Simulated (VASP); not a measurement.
# Nb in VASP: single point with PBE

Aim: the single point of Nb with PBE.

Everything below comes from runs of VASP 6.6.1. Logs are shortened: lines on timing, memory, paths and dates and some standing lists are left out, and cuts for length are marked.

**1. The cell of the first run**

The typed cell holds 1 atom: a = 2.908 Å, b = 2.908 Å, c = 3.358 Å, α = 54.73°, β = 54.73°, γ = 70.53°.

**2. Single point, PBE**

The input, INCAR:

```
PREC = Accurate
ENCUT = 520
EDIFF = 1E-6
ISMEAR = 0
SIGMA = 0.15
LREAL = False
LASPH = True
NELM = 100
ALGO = Fast
ISIF = 2
LWAVE = False
LCHARG = False
GGA = PE
NBANDS = 12
```

The input, KPOINTS:

```
regular mesh
0
Gamma
  22 22 22
```

The input, POSCAR:

```
Nb
1.0
    0.0000000000      2.3741267449      1.6785076087
    2.3741267449      0.0000000000      1.6785076087
    2.3741267449      2.3741267449      0.0000000000
Nb
1
Direct
    0.0000000000      0.0000000000      0.0000000000
```

Potentials or basis: VASP PAW PBE potentials, release 64 (Nb_sv).

Launch:

```bash
$ cat potpaw_PBE.64/Nb_sv/POTCAR > POTCAR
$ mpirun -np 1 vasp_std > vasp.out
```

OUTCAR:

```text
PREC = Accurate
   ENCUT = 520
   EDIFF = 1E-6
   ISMEAR = 0
   LREAL = False
   LASPH = True
   NELM = 100
   ISIF = 2
   GGA = PE

 ion  position               nearest neighbor table
   1  0.000  0.000  0.000-

  LATTYP: Found a body centered tetragonal cell.
 ALAT       =     3.3575222414
 C/A-ratio  =     0.9998489886

  Lattice vectors:

 A1 = (   0.0000000000,  -2.3741267449,  -1.6785076087)
 A2 = (   0.0000000000,   2.3741267449,  -1.6785076087)
 A3 = (   2.3741267449,   0.0000000000,   1.6785076087)

Analysis of symmetry for initial positions (statically):
=====================================================================
 Subroutine PRICEL returns:
 Original cell was already a primitive cell.

 Routine SETGRP: Setting up the symmetry group for a
 body centered tetragonal supercell.

 Subroutine GETGRP returns: Found 16 space group operations
 (whereof 16 operations were pure point group operations)
 out of a pool of 16 trial point group operations.

The static configuration has the point symmetry D_4h.

Analysis of symmetry for dynamics (positions and initial velocities):
=====================================================================
 Subroutine PRICEL returns:
 Original cell was already a primitive cell.

 Routine SETGRP: Setting up the symmetry group for a
 body centered tetragonal supercell.

 Subroutine GETGRP returns: Found 16 space group operations
 (whereof 16 operations were pure point group operations)
 out of a pool of 16 trial point group operations.

The dynamic configuration has the point symmetry D_4h.

 Subroutine INISYM returns: Found 16 space group operations
 (whereof 16 operations are pure point group operations),
 and found     1 'primitive' translations

----------------------------------------------------------------------------------------

                                     Primitive cell

  volume of cell :      18.9217

  direct lattice vectors                    reciprocal lattice vectors
     0.000000000  2.374126745  1.678507609    -0.210603752  0.210603752  0.297883666
     2.374126745  0.000000000  1.678507609     0.210603752 -0.210603752  0.297883666
     2.374126745  2.374126745  0.000000000     0.210603752  0.210603752 -0.297883666

  length of vectors
     2.907553197  2.907553197  3.357522241     0.421239313  0.421239313  0.421239313

  position of ions in fractional coordinates (direct lattice)
     0.000000000  0.000000000  0.000000000

  ion indices of the primitive-cell ions
   primitive index   ion index
                 1           1

----------------------------------------------------------------------------------------

 KPOINTS: regular mesh

Automatic generation of k-mesh.
 Grid dimensions read from file:
 generate k-points for:   22   22   22

 Generating k-lattice:

  Cartesian coordinates                     Fractional coordinates (reciprocal lattice)
    -0.009572898  0.009572898  0.013540167     0.045454545  0.000000000  0.000000000
     0.009572898 -0.009572898  0.013540167     0.000000000  0.045454545  0.000000000
     0.009572898  0.009572898 -0.013540167     0.000000000  0.000000000  0.045454545

  Length of vectors
     0.019147242  0.019147242  0.019147242

  Shift w.r.t. Gamma in fractional coordinates (k-lattice)
     0.000000000  0.000000000  0.000000000

 Subroutine IBZKPT returns following result:
 ===========================================

 Found    834 irreducible k-points:

 Following reciprocal coordinates:
            Coordinates               Weight
  0.000000  0.000000  0.000000      1.000000
  0.045455  0.000000  0.000000      8.000000
  0.090909  0.000000  0.000000      8.000000
  0.136364  0.000000  0.000000      8.000000
  0.181818  0.000000  0.000000      8.000000
  0.227273 -0.000000  0.000000      8.000000
[... 16 lines left out ...]
  0.500000  0.045455  0.000000      8.000000
 -0.454545  0.045455  0.000000      8.000000
 [... further k-points ...]
   k-points           NKPTS =    834   k-points in BZ     NKDIM =    834   number of bands    NBANDS=     12
   number of dos      NEDOS =    301   number of ions     NIONS =      1
   total plane-waves  NPLWV =  16128
   dimension x,y,z NGX =    24 NGY =   24 NGZ =   28
   dimension x,y,z NGXF=    48 NGYF=   48 NGZF=   56
   ions per type =               1
   NGX,Y,Z   is equivalent  to a cutoff of  13.72, 13.72, 13.86 a.u.
   NGXF,Y,Z  is equivalent  to a cutoff of  27.45, 27.45, 27.73 a.u.
 SYSTEM =  unknown system
   PREC   = accura    normal or accurate (medium, high low for compatibility)
   ISTART =      0    job   : 0-new  1-cont  2-samecut
   ICHARG =      2    charge: 1-file 2-atom 10-const
   ISPIN  =      1    spin polarized calculation?
   LNONCOLLINEAR =      F non collinear calculations
   LSORBIT =      F    spin-orbit coupling
   LASPH  =      T    aspherical Exc in radial PAW
   ENCUT  =  520.0 eV  38.22 Ry    6.18 a.u.   5.41  5.41  6.24*2*pi/ulx,y,z
   NELM   =    100;   NELMIN=  2; NELMDL= -5     # of ELM steps
   EDIFF  = 0.1E-05   stopping-criterion for ELM
   LREAL  =      F    real-space projection
   EDIFFG = 0.1E-04   stopping-criterion for IOM
   NSW    =      0    number of steps for IOM
   IBRION =     -1    ionic relax: 0-MD 1-quasi-New 2-CG
   NFREE  =      0    steps in history (QN), initial steepest desc. (CG)
   ISIF   =      2    stress and relaxation
   ISYM   =      2    0-nonsym 1-usesym 2-fastsym
   POTIM  = 0.5000    time-step for ionic-motion
   TEBEG  =    0.0;   TEEND  =   0.0 temperature during run
   PSTRESS=    0.0 pullay stress
   NELECT =      13.0000    total number of electrons
   NUPDOWN=      -1.0000    fix difference up-down
   EMIN   =  10.00;   EMAX   =-10.00  energy-range for DOS
   EFERMI =   0.00;   METHOD = LEGACY
   ISMEAR =     0;   SIGMA  =   0.15  broadening in eV -4-tet -1-fermi 0-gaus
   EFERMI_NEDOS =   21; number of points for ismear=-14 and -15
   IALGO  =     68    algorithm
   IMIX   =      4    mixing-type and parameters
     AMIX     =   0.40;   BMIX     =  1.00
     AMIX_MAG =   1.60;   BMIX_MAG =  1.00
  volume/ion in A,a.u.               =      18.92       127.69
  Fermi-wavevector in a.u.,A,eV,Ry     =   1.444560  2.729823 28.392005  2.086754
  Thomas-Fermi vector in A             =   2.562841
   LORBIT       =      0    0 simple, 1 ext, 2 COOP (PROOUT), +10 PAW based schemes
   GGA     = PE    functional components
   LHFCALC =     F    Hartree Fock is set to
   AEXX    =    0.0000 exact exchange contribution
   IVDW    =     0    specifies the selected vdW correction
   LEPSILON=     F    determine dielectric tensor
   LRPA    =     F    only Hartree local field effects (RPA)
 non-spin polarized calculation
 RMM-DIIS sequential band-by-band and
 Gauss-broadening in eV      SIGMA  =   0.15
  energy-cutoff  :      520.00
  volume of cell :       18.92
 maximum number of plane-waves:       531
 NGX is ok and might be reduce to    24
   NGX = 11   NGY = 11   NGZ = 13

 number of electron      12.9999999 magnetization

 Free energy of the ion-electron system (eV)
  ---------------------------------------------------
  ext. energy  EPLUGINS =         0.00000000
  ---------------------------------------------------
  free energy    TOTEN  =       -10.20751500 eV

  energy without entropy =      -10.18944342  energy(sigma->0) =      -10.19847921

 E-fermi :  10.5021     XC(G=0): -12.2477

 val. band max:       10.4926288911   @ k =   0.5000   0.1818   0.0909
 cond. band min:      10.5069354073   @ k =  -0.1364   0.3182   0.2727
 fundamental gap:      0.0143065162
 Fermi energy:        10.5021468931

 k-point     1 :       0.0000    0.0000    0.0000
  band No.  band energies     occupation
      1     -43.9334      2.00000
      2     -19.3278      2.00000
      3     -19.3278      2.00000
      4     -19.3278      2.00000
      5       4.6566      2.00000
      6      10.8809      0.00036
      7      10.8825      0.00034
      8      10.8825      0.00034
      9      13.6297      0.00000
     10      13.6318      0.00000
     11      24.5835      0.00000
     12      24.5842      0.00000

 k-point     2 :       0.0455    0.0000    0.0000
  band No.  band energies     occupation
      1     -43.9294      2.00000
      2     -19.3530      2.00000
      3     -19.3355      2.00000
      4     -19.3280      2.00000
      5       4.7380      2.00000
      6      10.8322      0.00186
      7      10.8718      0.00049
      8      10.9583      0.00002
      9      13.5539      0.00000
     10      13.6306      0.00000
     11      24.6537      0.00000
     12      24.7402      0.00000

 k-point     3 :       0.0909    0.0000    0.0000
  band No.  band energies     occupation
      1     -43.9177      2.00000
      2     -19.4262      2.00000
      3     -19.3581      2.00000
      4     -19.3285      2.00000
      5       4.9754      2.00000
      6      10.6915      0.07416
      7      10.8295      0.00202
      8      11.1863      0.00000
      9      13.3663      0.00000
     10      13.6342      0.00000
     11      24.8243      0.00000
     12      25.1391      0.00000
[... 286 lines left out ...]
 k-point    23 :       0.5000    0.0455    0.0000
  band No.  band energies     occupation
      1     -43.7296      2.00000
      2     -20.4817      2.00000
      3     -19.7064      2.00000
      4     -19.3540      2.00000
      5       7.0479      2.00000
      6       9.0667      2.00000
      7      12.1535      0.00000
      8      13.4694      0.00000
      9      14.6947      0.00000
     10      16.4694      0.00000
     11      21.7390      0.00000
     12      22.2606      0.00000

 k-point    24 :      -0.4545    0.0455    0.0000
  band No.  band energies     occupation
      1     -43.7338      2.00000
      2     -20.4598      2.00000
      3     -19.6991      2.00000
      4     -19.3539      2.00000
      5       7.0687      2.00000
      6       9.0972      2.00000
      7      11.9715      0.00000
      8      13.4959      0.00000
      9      14.6068      0.00000
     10      16.2673      0.00000
     11      21.9412      0.00000
     12      22.4069      0.00000

 [... further k-points ...]
[... 5 lines left out ...]
  --------------------------------------------------------------------------------------
  -------------------------------------------------------------------------------------
  Total       -0.8208317     -0.8208317     -0.8190708      0.0000000      0.0000000     -0.0000000
  in kB      -69.5030061    -69.5030061    -69.3539027      0.0000000      0.0000000     -0.0000000
  external PRESSURE =     -69.4533050 kB  Pullay stress =       0.0000000 kB

 VOLUME and BASIS-vectors are now :
 -----------------------------------------------------------------------------
  energy-cutoff  :      520.00
  volume of cell :       18.92
      direct lattice vectors                 reciprocal lattice vectors
     0.000000000  2.374126745  1.678507609    -0.210603752  0.210603752  0.297883666
     2.374126745  0.000000000  1.678507609     0.210603752 -0.210603752  0.297883666
     2.374126745  2.374126745  0.000000000     0.210603752  0.210603752 -0.297883666

 POSITION                                       TOTAL-FORCE (eV/Angst)
 -----------------------------------------------------------------------------------
      0.00000      0.00000      0.00000        -0.000000     -0.000000      0.000000
 -----------------------------------------------------------------------------------
    total drift:                               -0.000000     -0.000000     -0.000000

  FREE ENERGIE OF THE ION-ELECTRON SYSTEM (eV)
  ---------------------------------------------------
  free  energy   TOTEN  =       -10.2075150002 eV

  energy  without entropy=      -10.1894434177  energy(sigma->0) =      -10.19847921
```

Wall time 2.3 min (1 thread of Intel Xeon 6975P-C (Granite Rapids), shared host); peak memory 0.3 GiB.

What came out:

```
Free energy            : -10.2075 eV
Pressure               : -6.9 GPa
Band gap on the k mesh : zero (an odd number of electrons rules out a gap without spin polarisation)
```

Levels at points of the mesh, in eV from the Fermi level:
```
           k point  band 4  band 5  band 6  band 7  band 8  band 9  band 10  band 11
(0.00, 0.00, 0.00)  -29.83   -5.85    0.38    0.38    0.38    3.13     3.13    14.08
(0.50, 0.00, 0.00)  -29.84   -3.52   -1.52    2.06    3.13    3.77     5.98    11.30
(0.50, 0.50, 0.00)  -30.63   -3.44   -3.44    5.27    5.27    5.27     8.67     8.67
(0.50, 0.00, 0.50)  -29.84   -3.52   -1.51    2.06    3.13    3.77     5.98    11.29
```

Caveat: the cell stands under tension.
